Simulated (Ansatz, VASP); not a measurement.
Two plane-wave programs on ZnSe

The input INCAR:

```
SYSTEM = ZnSe
ALGO = Normal
EDIFF = 1E-7
EDIFFG = -0.02
ENCUT = 450
GGA = PE
GGA_COMPAT = .FALSE.
IBRION = 2
ISIF = 2
ISMEAR = -1
LASPH = .TRUE.
LCHARG = .FALSE.
LREAL = .FALSE.
LWAVE = .FALSE.
NELM = 120
NELMIN = 4
NSW = 80
PREC = Accurate
SIGMA = 0.02
```

File KPOINTS:

```
k-points
0
G
  13 13 13
  0 0 0
```

File POSCAR:

```
ZnSe
1.0
    0.0000000000      2.8338000000      2.8621380000
    2.8338000000      0.0000000000      2.8621380000
    2.8338000000      2.8338000000      0.0000000000
Zn Se
1 1
Direct
    0.0000000000      0.0000000000      0.0000000000
    0.2500000000      0.2500000000      0.2500000000
```

Input for Ansatz:

```yaml
crystal:
  lattice:
    - [0.0, 2.8338, 2.862138]
    - [2.8338, 0.0, 2.862138]
    - [2.8338, 2.8338, 0.0]
  atoms:
    - { symbol: Zn, position: [0.0, 0.0, 0.0] }
    - { symbol: Se, position: [0.25, 0.25, 0.25] }
kpoints:
  mp_grid: { grid: [13, 13, 13] }
scf:
  occupations: { method: fermi_dirac, width: 0.02 }
hamiltonian:
  xc: pbe
  pseudopotentials: { kind: paw }
output:
  forces: true
  stress: true
  populations: true
  efg: { quadrupole_moments_barn: { Zn: 0.122 }, contact_densities: true }
relax:
  f_tol: 0.02
  max_steps: 60
```

Change from the starting cell: z stretched by +1 %, ions relaxed.

Alike in both runs: task relaxation of the atoms; functional PBE; k mesh 13 × 13 × 13; occupations fermi-dirac, width 0.02 eV; no spin polarisation.

|  | VASP | Ansatz |
| --- | --- | --- |
| version | VASP 6.6.1 | Ansatz 0.2.0 |
| potentials or method | VASP PAW PBE potentials, release 64 (Zn, Se) | plane-wave PAW, scalar-relativistic |
| plane-wave cutoff (eV) | 450 | 420 |
| valence electrons in the cell | 18 | 28 |

|  | VASP | Ansatz | Ansatz less VASP |
| --- | --- | --- | --- |
| gap on the k mesh at the Fermi level, each at its own relaxed structure (eV) | 1.24 | 1.24 | -0.002 |

VASP's potentials hold 18 valence electrons a cell and Ansatz's 28, so a difference there can come from the potentials and not from the codes. Ansatz's warnings: stress scf threshold loose.

Noted on VASP's run: the relaxation stopped at its first step, so nothing moved.
